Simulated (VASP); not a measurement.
# Si3N4 (P6_3/m) in VASP: single point with r2SCAN

Aim: the single point of Si3N4 with r2SCAN.

Program: VASP 6.6.1. These are calculated values, not measurements. Logs are shortened: lines on timing, memory, paths and dates and some standing lists are left out, and cuts for length are marked.

### Step 1. The cell of the first run

It takes space group P6_3/m (No. 176, hexagonal). Conventional cell: a = 7.606 Å, b = 7.606 Å, c = 2.906 Å, α = 90.00°, β = 90.00°, γ = 120.00°. Within 2.3 Å of Si (site symmetry m) lie 4 N at 1.73 to 1.74 Å. N (site symmetry m) has 3 Si at 1.73 to 1.74 Å within 2.3 Å. N (site symmetry -6) has 3 Si at 1.73 Å within 2.3 Å.

### Step 2. Single point, r2SCAN

File POSCAR:

```
Si3N4
1.0
    7.6056399145      0.0000000000      0.0000000000
   -3.8028199573      6.5866773779      0.0000000000
    0.0000000000      0.0000000000      2.9056576758
Si N
6 8
Direct
    0.7693828253      0.1754254448      0.2500000000
    0.5939573805      0.7693828253      0.7500000000
    0.8245745552      0.5939573805      0.2500000000
    0.2306171747      0.8245745552      0.7500000000
    0.4060426195      0.2306171747      0.2500000000
    0.1754254448      0.4060426195      0.7500000000
    0.0312562548      0.3303146722      0.2500000000
    0.7009415826      0.0312562548      0.7500000000
    0.6696853278      0.7009415826      0.2500000000
    0.9687437452      0.6696853278      0.7500000000
    0.2990584174      0.9687437452      0.2500000000
    0.3303146722      0.2990584174      0.7500000000
    0.6666666667      0.3333333333      0.2500000000
    0.3333333333      0.6666666667      0.7500000000
```

File INCAR.step1:

```
  PREC = Accurate
  ENCUT = 520
  ISMEAR = 0
  SIGMA = 0.02
  LREAL = F
  LASPH = T
  NELM = 60
  NBANDS = 45
  GGA = PE
  ALGO = Normal
  EDIFF = 1E-4
  LWAVE = T
  LCHARG = F
```

File INCAR.step2:

```
  PREC = Accurate
  ENCUT = 520
  EDIFF = 1E-6
  ISMEAR = 0
  SIGMA = 0.02
  LREAL = F
  LASPH = T
  NELM = 60
  ALGO = Normal
  ISIF = 2
  LWAVE = F
  LCHARG = F
  METAGGA = R2SCAN
  LMIXTAU = T
  NBANDS = 45
  ISTART = 1
```

File KPOINTS:

```
regular mesh
0
Gamma
  6 6 8
```

Potentials or basis: VASP PAW PBE potentials, release 64 (Si, N).

On the command line:

```sh
cat potpaw_PBE.64/Si/POTCAR potpaw_PBE.64/N/POTCAR > POTCAR
cp INCAR.step1 INCAR
mpirun -np 1 vasp_std > vasp.out
cp INCAR.step2 INCAR
mpirun -np 1 vasp_std > vasp.out
```

OUTCAR:

```text
PREC = Accurate
   ENCUT = 520
   EDIFF = 1E-6
   ISMEAR = 0
   LREAL = F
   LASPH = T
   NELM = 60
   ISIF = 2
   METAGGA = R2SCAN
   ISTART = 1

 ion  position               nearest neighbor table
   1  0.769  0.175  0.250-  13 1.73   7 1.73   8 1.74   8 1.74   3 3.00   5 3.00   2 3.05   2 3.05
                             6 3.05   6 3.05
   2  0.594  0.769  0.750-  14 1.73   8 1.73   9 1.74   9 1.74   6 3.00   4 3.00   1 3.05   1 3.05
                             3 3.05   3 3.05
   3  0.825  0.594  0.250-  13 1.73   9 1.73  10 1.74  10 1.74   5 3.00   1 3.00   4 3.05   4 3.05
                             2 3.05   2 3.05
   4  0.231  0.825  0.750-  14 1.73  10 1.73  11 1.74  11 1.74   6 3.00   2 3.00   5 3.05   5 3.05
                             3 3.05   3 3.05
   5  0.406  0.231  0.250-  13 1.73  11 1.73  12 1.74  12 1.74   3 3.00   1 3.00   4 3.05   4 3.05
                             6 3.05   6 3.05
   6  0.175  0.406  0.750-  14 1.73  12 1.73   7 1.74   7 1.74   2 3.00   4 3.00   1 3.05   1 3.05
                             5 3.05   5 3.05
   7  0.031  0.330  0.250-   1 1.73   6 1.74   6 1.74
   8  0.701  0.031  0.750-   2 1.73   1 1.74   1 1.74
   9  0.670  0.701  0.250-   3 1.73   2 1.74   2 1.74
  10  0.969  0.670  0.750-   4 1.73   3 1.74   3 1.74
  11  0.299  0.969  0.250-   5 1.73   4 1.74   4 1.74
  12  0.330  0.299  0.750-   6 1.73   5 1.74   5 1.74
  13  0.667  0.333  0.250-   1 1.73   3 1.73   5 1.73
  14  0.333  0.667  0.750-   4 1.73   6 1.73   2 1.73

  LATTYP: Found a hexagonal cell.
 ALAT       =     7.6056399145
 C/A-ratio  =     0.3820398689

  Lattice vectors:

 A1 = (   7.6056399145,   0.0000000000,   0.0000000000)
 A2 = (  -3.8028199573,   6.5866773779,   0.0000000000)
 A3 = (   0.0000000000,   0.0000000000,   2.9056576758)

Analysis of symmetry for initial positions (statically):
=====================================================================
 Subroutine PRICEL returns:
 Original cell was already a primitive cell.

 Routine SETGRP: Setting up the symmetry group for a
 hexagonal supercell.

 Subroutine GETGRP returns: Found 12 space group operations
 (whereof  6 operations were pure point group operations)
 out of a pool of 24 trial point group operations.

The static configuration has the point symmetry S_6 .
 The point group associated with its full space group is C_6h.

Analysis of symmetry for dynamics (positions and initial velocities):
=====================================================================
 Subroutine PRICEL returns:
 Original cell was already a primitive cell.

 Routine SETGRP: Setting up the symmetry group for a
 hexagonal supercell.

 Subroutine GETGRP returns: Found 12 space group operations
 (whereof  6 operations were pure point group operations)
 out of a pool of 24 trial point group operations.

The dynamic configuration has the point symmetry S_6 .
 The point group associated with its full space group is C_6h.

 Subroutine INISYM returns: Found 12 space group operations
 (whereof  6 operations are pure point group operations),
 and found     1 'primitive' translations

----------------------------------------------------------------------------------------

                                     Primitive cell

  volume of cell :     145.5615

  direct lattice vectors                    reciprocal lattice vectors
     7.605639915  0.000000000  0.000000000     0.131481376  0.075910808  0.000000000
    -3.802819957  6.586677378  0.000000000     0.000000000  0.151821615  0.000000000
     0.000000000  0.000000000  2.905657676     0.000000000  0.000000000  0.344156164

  length of vectors
     7.605639915  7.605639914  2.905657676     0.151821615  0.151821615  0.344156164

  position of ions in fractional coordinates (direct lattice)
     0.769382825  0.175425445  0.250000000
     0.593957381  0.769382825  0.750000000
     0.824574555  0.593957381  0.250000000
     0.230617175  0.824574555  0.750000000
     0.406042619  0.230617175  0.250000000
     0.175425445  0.406042619  0.750000000
     0.031256255  0.330314672  0.250000000
     0.700941583  0.031256255  0.750000000
     0.669685328  0.700941583  0.250000000
     0.968743745  0.669685328  0.750000000
     0.299058417  0.968743745  0.250000000
     0.330314672  0.299058417  0.750000000
     0.666666667  0.333333333  0.250000000
     0.333333333  0.666666667  0.750000000

[... 31 lines left out ...]

  Length of vectors
     0.025303603  0.025303603  0.043019521

  Shift w.r.t. Gamma in fractional coordinates (k-lattice)
     0.000000000  0.000000000  0.000000000

 Subroutine IBZKPT returns following result:
 ===========================================

 Found     40 irreducible k-points:

 Following reciprocal coordinates:
            Coordinates               Weight
  0.000000  0.000000  0.000000      1.000000
  0.166667 -0.000000  0.000000      6.000000
  0.333333 -0.000000  0.000000      6.000000
  0.500000 -0.000000  0.000000      3.000000
  0.166667  0.166667  0.000000      6.000000
  0.333333  0.166667  0.000000      6.000000
[... 16 lines left out ...]
 -0.333333  0.500000 -0.250000     12.000000
  0.333333  0.333333  0.250000      4.000000
 [... further k-points ...]
   k-points           NKPTS =     40   k-points in BZ     NKDIM =     40   number of bands    NBANDS=     45
   number of dos      NEDOS =    301   number of ions     NIONS =     14
   total plane-waves  NPLWV =  86400
   dimension x,y,z NGX =    60 NGY =   60 NGZ =   24
   dimension x,y,z NGXF=   120 NGYF=  120 NGZF=   48
   ions per type =               6   8
   NGX,Y,Z   is equivalent  to a cutoff of  13.11, 13.11, 13.73 a.u.
   NGXF,Y,Z  is equivalent  to a cutoff of  26.23, 26.23, 27.46 a.u.
 SYSTEM =  unknown system
   PREC   = accura    normal or accurate (medium, high low for compatibility)
   ISTART =      1    job   : 0-new  1-cont  2-samecut
   ICHARG =      0    charge: 1-file 2-atom 10-const
   ISPIN  =      1    spin polarized calculation?
   LNONCOLLINEAR =      F non collinear calculations
   LSORBIT =      F    spin-orbit coupling
   LASPH  =      T    aspherical Exc in radial PAW
   ENCUT  =  520.0 eV  38.22 Ry    6.18 a.u.  14.14 14.14  5.40*2*pi/ulx,y,z
   NELM   =     60;   NELMIN=  2; NELMDL=  0     # of ELM steps
   EDIFF  = 0.1E-05   stopping-criterion for ELM
   LREAL  =      F    real-space projection
   EDIFFG = 0.1E-04   stopping-criterion for IOM
   NSW    =      0    number of steps for IOM
   IBRION =     -1    ionic relax: 0-MD 1-quasi-New 2-CG
   NFREE  =      0    steps in history (QN), initial steepest desc. (CG)
   ISIF   =      2    stress and relaxation
   ISYM   =      2    0-nonsym 1-usesym 2-fastsym
   POTIM  = 0.5000    time-step for ionic-motion
   TEBEG  =    0.0;   TEEND  =   0.0 temperature during run
   PSTRESS=    0.0 pullay stress
   NELECT =      64.0000    total number of electrons
   NUPDOWN=      -1.0000    fix difference up-down
   EMIN   =  10.00;   EMAX   =-10.00  energy-range for DOS
   EFERMI =   0.00;   METHOD = LEGACY
   ISMEAR =     0;   SIGMA  =   0.02  broadening in eV -4-tet -1-fermi 0-gaus
   EFERMI_NEDOS =   21; number of points for ismear=-14 and -15
   IALGO  =     38    algorithm
   IMIX   =      4    mixing-type and parameters
     AMIX     =   0.40;   BMIX     =  1.00
     AMIX_MAG =   1.60;   BMIX_MAG =  1.00
  volume/ion in A,a.u.               =      10.40        70.16
  Fermi-wavevector in a.u.,A,eV,Ry     =   1.244856  2.352438 21.084509  1.549668
  Thomas-Fermi vector in A             =   2.379105
   LORBIT       =      0    0 simple, 1 ext, 2 COOP (PROOUT), +10 PAW based schemes
   METAGGA = R2SCAN    functional components
   LHFCALC =     F    Hartree Fock is set to
   AEXX    =    0.0000 exact exchange contribution
   IVDW    =     0    specifies the selected vdW correction
   LEPSILON=     F    determine dielectric tensor
   LRPA    =     F    only Hartree local field effects (RPA)
 non-spin polarized calculation
 Gauss-broadening in eV      SIGMA  =   0.02
  energy-cutoff  :      520.00
  volume of cell :      145.56
 maximum number of plane-waves:      3965
 NGX is ok and might be reduce to    60
   NGX = 29   NGY = 29   NGZ = 11

 number of electron      63.9999992 magnetization

 Free energy of the ion-electron system (eV)
  ---------------------------------------------------
  ext. energy  EPLUGINS =         0.00000000
  ---------------------------------------------------
  free energy    TOTEN  =      -144.16566274 eV

  energy without entropy =     -144.16566274  energy(sigma->0) =     -144.16566274

 E-fermi :   6.6321     XC(G=0): -11.3719

 val. band max:        6.5165077637   @ k =   0.0000   0.0000   0.1250
 cond. band min:      11.5176104302   @ k =   0.0000   0.0000   0.0000
 fundamental gap:      5.0011026665
 Fermi energy:         6.6320691841

 k-point     1 :       0.0000    0.0000    0.0000
  band No.  band energies     occupation
      1     -12.5842      2.00000
      2     -11.1132      2.00000
      3     -11.1132      2.00000
      4     -10.4559      2.00000
      5     -10.3214      2.00000
      6     -10.3214      2.00000
[... 1117 lines left out ...]
     43      15.6275      0.00000
     44      15.6275      0.00000

 [... further k-points ...]

 [bands above 44 left out]

------------------------ aborting loop because EDIFF is reached ----------------------------------------

  FORCE on cell =-STRESS in cart. coord.  units (eV):
  Direction    XX          YY          ZZ          XY          YZ          ZX
  --------------------------------------------------------------------------------------
  -------------------------------------------------------------------------------------
  Total       -0.1290301     -0.1290301     -0.1722859      0.0000010      0.0000000      0.0000000
  in kB       -1.4202180     -1.4202180     -1.8963292      0.0000106      0.0000000      0.0000000
  external PRESSURE =      -1.5789217 kB  Pullay stress =       0.0000000 kB

 VOLUME and BASIS-vectors are now :
 -----------------------------------------------------------------------------
  energy-cutoff  :      520.00
  volume of cell :      145.56
      direct lattice vectors                 reciprocal lattice vectors
     7.605639915  0.000000000  0.000000000     0.131481376  0.075910808  0.000000000
    -3.802819957  6.586677378  0.000000000     0.000000000  0.151821615  0.000000000
     0.000000000  0.000000000  2.905657676     0.000000000  0.000000000  0.344156164

 POSITION                                       TOTAL-FORCE (eV/Angst)
 -----------------------------------------------------------------------------------
      5.18454      1.15547      0.72641         0.001616     -0.000094      0.000000
      1.59160      5.06768      2.17924         0.000889      0.001353     -0.000000
      4.01270      3.91221      0.72641        -0.000727      0.001446      0.000000
     -1.38172      5.43121      2.17924        -0.001616      0.000094      0.000000
      2.21122      1.51900      0.72641        -0.000889     -0.001353      0.000000
     -0.20988      2.67447      2.17924         0.000727     -0.001446     -0.000000
     -1.01840      2.17568      0.72641        -0.000202     -0.001485      0.000000
      5.21225      0.20587      2.17924         0.001185     -0.000918      0.000000
      2.42783      4.61688      0.72641         0.001387      0.000567      0.000000
      4.82122      4.41100      2.17924         0.000202      0.001485     -0.000000
     -1.40943      6.38080      0.72641        -0.001185      0.000918     -0.000000
      1.37499      1.96980      2.17924        -0.001387     -0.000567     -0.000000
      3.80282      2.19556      0.72641         0.000000     -0.000000      0.000000
     -0.00000      4.39112      2.17924         0.000000     -0.000000      0.000000
 -----------------------------------------------------------------------------------
    total drift:                                0.000000      0.000000      0.000000

  FREE ENERGIE OF THE ION-ELECTRON SYSTEM (eV)
  ---------------------------------------------------
  free  energy   TOTEN  =      -144.1656627401 eV

  energy  without entropy=     -144.1656627401  energy(sigma->0) =     -144.16566274
```

Run time: 11 min. Hardware: 1 thread of Intel Xeon Platinum 8259CL at 2.50GHz (Skylake/Cascade Lake), shared host; peak memory 0.42 GiB.

What came out:

* Free energy: -144.1657 eV
* Pressure: -0.2 GPa
* Band gap on the k mesh: 5.00 eV (least direct gap 5.20 eV)

Caveat: the PAW data sets were made with another functional, which shifts forces and pressure a little.
